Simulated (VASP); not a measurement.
Here is a VASP 6.6.1 calculation.

Contents of INCAR:

```
SYSTEM = WC
  PREC = Accurate
  ENCUT = 520
  EDIFF = 1E-6
  ISMEAR = -1
  SIGMA = 0.05
  LREAL = .FALSE.
  LASPH = .TRUE.
  NELM = 60
  ALGO = Normal
  ISIF = 2
  LWAVE = .FALSE.
  LCHARG = .FALSE.
  GGA = PS
  NBANDS = 16
```

Contents of KPOINTS:

```
regular mesh
0
G
  10 10 10
  0 0 0
```

File POSCAR:

```
WC
1.0
    0.0000000000      2.1630495024      2.1630495024
    2.1630495024      0.0000000000      2.1630495024
    2.1630495024      2.1630495024      0.0000000000
W C
1 1
Direct
    0.0000000000      0.0000000000      0.0000000000
    0.5000000000      0.5000000000      0.5000000000
```

Potentials or basis: VASP PAW PBE potentials, release 64 (W_sv, C).

Run with:

```console
$ cat potpaw_PBE.64/W_sv/POTCAR potpaw_PBE.64/C/POTCAR > POTCAR
$ mpirun -np 1 vasp_std > vasp.out
```

Problem. What does it give for the band gap on the k mesh?

Solution. Zero (band 9 reaches 14.02 eV, above the bottom of band 10 at 10.63 eV).

Problem. What does it give for the pressure?

Solution. 6.4 GPa.

Caveat: the PAW data sets were made with another functional, which shifts forces and pressure a little; spin-orbit coupling is left out, which moves the levels of the heavy elements.
